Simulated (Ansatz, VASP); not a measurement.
**One calculation of ZnSe, two programs**

```xyz
2
Lattice="0.0000 2.8324 2.8324 2.8324 0.0000 2.8324 2.8324 2.8324 0.0000" Properties=species:S:1:pos:R:3 pbc="T T T"
Zn    0.0000    0.0000    0.0000
Se    1.4162    1.4162    1.4162
```

Alike in both runs: task single point; functional PBE-based screened hybrid; k mesh 4 × 4 × 4; no spin polarisation.

```csv
,VASP,Ansatz
version,VASP 6.6.1,Ansatz 0.2.0
potentials or method,"VASP PAW PBE potentials, release 64 (Zn, Se)",plane waves
plane-wave cutoff (eV),520,420
occupations,"gaussian, width 0.01 eV",fixed
valence electrons in the cell,18,28
```

|  | VASP | Ansatz | Ansatz less VASP |
| --- | --- | --- | --- |
| gap on the k mesh at the Fermi level (eV) | 4.30 | 4.32 | +0.021 |
| pressure (GPa) | 0.2 | 0.7 | +0.53 |

VASP's potentials were made for PBE, not for PBE-based screened hybrid. VASP's potentials hold 18 valence electrons a cell and Ansatz's 28, so a difference there can come from the potentials and not from the codes. Ansatz's warnings: stress exchange threshold loose, stress scf threshold loose.

The k mesh is coarse, so the values compare programs but aren't converged.
